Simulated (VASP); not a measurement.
PrH2Ir: single point with PBE

The system is PrH2Ir.

```
CELL_PARAMETERS angstrom
1.78191 -2.76142 0.00000
1.78191 2.76142 0.00000
0.00000 0.00000 5.74869
ATOMIC_POSITIONS crystal
Pr 0.00000 0.00000 0.50000
H 0.66290 0.33710 0.00000
H 0.33710 0.66290 0.00000
Ir 0.00000 0.00000 0.00000
```

```yaml
Program: VASP 6.6.1
Task: single point
Functional: PBE
Potentials_or_basis: VASP PAW PBE potentials, release 64 (Pr_3, H, Ir), 4f in core
Cutoff: 500 eV
k_mesh: 16 × 16 × 8
Occupations: tetrahedron
Spin: no spin polarisation
```

The pressure is 0.2 GPa and the largest force is 0.025 eV/Å. The band gap on the k mesh is zero (bands 11 and 12 overlap by 1.76 eV).

Forces in eV/Å, atoms in the order of the input:
```
Pr   0.000  0.000  0.000
H    0.000  0.025  0.000
H    0.000 -0.025  0.000
Ir   0.000  0.000  0.000
```

Stress tensor (GPa, compression positive):
```
 0.16  0.00  0.00
 0.00  0.42  0.00
 0.00  0.00 -0.01
```

Levels at points of the mesh, in eV from the Fermi level:
```tsv
k point	band 7	band 8	band 9	band 10	band 11	band 12	band 13	band 14	band 15	band 16
(0.00, 0.00, 0.00)	-3.85	-3.05	-2.16	-2.02	-1.92	0.24	0.39	0.76	2.92	5.20
(0.50, 0.00, 0.00)	-4.42	-3.67	-2.23	-1.74	-1.53	-0.06	1.25	4.34	4.66	4.71
(0.50, 0.50, 0.00)	-4.41	-3.50	-2.65	-1.89	-1.17	0.33	1.28	3.76	4.74	5.22
(0.00, 0.00, 0.50)	-3.05	-3.04	-2.18	-1.79	-1.71	-0.91	0.38	0.68	2.87	4.14
(0.50, 0.00, 0.50)	-3.60	-1.95	-1.88	-1.74	-1.69	0.01	0.31	0.94	3.35	4.69
(0.50, 0.50, 0.50)	-3.61	-2.29	-2.10	-1.81	-1.17	0.17	0.88	1.52	1.95	5.74
```

It took 4.1 min on 1 thread of Intel(R) Xeon(R) Platinum 8259CL CPU @ 2.50GHz (Skylake/Cascade Lake), on a shared host, peak memory 0.51 GiB.

Caveat: spin-orbit coupling is left out, which moves the levels of the heavy elements; the 4f electrons are frozen in the core, so they carry no moment and show no levels. Spin polarisation is off, so any magnetic state and its effect on volume and gap are missing.
